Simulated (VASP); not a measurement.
## GaCo: single point with PBEsol

Crystal: GaCo.

```xyz
2
Lattice="2.9226 0.0000 0.0000 0.0000 2.9226 0.0000 0.0000 0.0000 2.8057" Properties=species:S:1:pos:R:3 pbc="T T T"
Ga    1.4613    1.4613    1.4028
Co    0.0000    0.0000    0.0000
```

This cell differs from its parent crystal: ratio of the length along z to the lengths across it x 0.96, volume and fractional coordinates fixed.

| Property | Result |
| --- | --- |
| Program | VASP 6.6.1 |
| Task | single point |
| Functional | PBEsol |
| Potentials or basis | VASP PAW PBE potentials, release 64 (Ga_d, Co) |
| Cutoff | 520 eV |
| k mesh | 18 × 18 × 18 |
| Occupations | gaussian, width 0.15 eV |
| Spin | no spin polarisation |

* Pressure: -7.8 GPa
* Band gap on the k mesh: zero (band 11 reaches 10.92 eV, above the bottom of band 12 at 9.22 eV)

Stress tensor (GPa, compression positive):
```
-9.06  0.00  0.00
 0.00 -9.06  0.00
 0.00  0.00 -5.18
```

Levels at points of the mesh, in eV from the Fermi level:
```tsv
k point	band 7	band 8	band 9	band 10	band 11	band 12	band 13	band 14	band 15	band 16
(0.00, 0.00, 0.00)	-2.50	-2.50	-0.75	-0.62	-0.62	4.72	4.72	6.19	10.77	11.00
(0.50, 0.00, 0.00)	-6.86	-2.30	-1.79	-1.48	-0.62	0.03	10.11	11.27	11.50	12.03
(0.50, 0.50, 0.00)	-3.25	-3.25	-2.52	-1.04	-1.04	-0.28	2.14	2.89	12.20	15.88
(0.00, 0.00, 0.50)	-6.72	-2.21	-1.76	-1.76	-0.73	0.37	10.52	10.52	11.55	12.32
(0.50, 0.00, 0.50)	-3.12	-2.85	-2.36	-1.23	-1.18	-0.17	2.36	3.33	11.19	14.75
(0.50, 0.50, 0.50)	-4.00	-4.00	-0.23	-0.11	0.65	3.88	3.88	3.89	4.50	4.96
```

It took 88 s on 1 thread of Intel(R) Xeon(R) 6975P-C (Granite Rapids), with other jobs on the host, peak memory 0.35 GiB.

Caveat: the PAW data sets were made with another functional, which shifts forces and pressure a little. Spin polarisation is off, so any magnetic state and its effect on volume and gap are missing.
